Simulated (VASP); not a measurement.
A run of VASP 6.6.1 is set up as follows.

The input INCAR:

```
SYSTEM = Si4B
PREC = Accurate ; ENCUT = 520
EDIFF = 1E-6 ; ISMEAR = 0
SIGMA = 0.1 ; LREAL = .FALSE.
LASPH = .TRUE. ; NELM = 100
ALGO = Normal ; ISIF = 2
LWAVE = .FALSE. ; LCHARG = .FALSE.
GGA = PE ; NBANDS = 18
```

File KPOINTS:

```
regular mesh
0
G
  6 6 4
  0 0 0
```

Contents of POSCAR:

```
Si4B
1.0
    4.9231411053      0.0000000000      0.0000000000
   -2.4615705527      4.2635652636      0.0000000000
    0.0000000000      0.0000000000      3.9111244911
Si B
4 1
Direct
    0.5000000000      0.0000000000      0.0000000000
    0.0000000000      0.5000000000      0.0000000000
    0.5000000000      0.5000000000      0.0000000000
    0.0000000000      0.0000000000      0.5000000000
    0.0000000000      0.0000000000      0.0000000000
```

Potentials or basis: VASP PAW PBE potentials, release 64 (Si, B).

Command:

```sh
$ cat potpaw_PBE.64/Si/POTCAR potpaw_PBE.64/B/POTCAR > POTCAR
$ mpirun -np 1 vasp_std > vasp.out
```

(1) Predict the band gap on the k mesh.

(2) Predict the pressure.

## Answers

(1) zero (an odd number of electrons rules out a gap without spin polarisation).

(2) 0.0 GPa.

Caveat: the k points lie up to 0.40 Å⁻¹ apart, too coarse for converged energies and pressures of a metal.
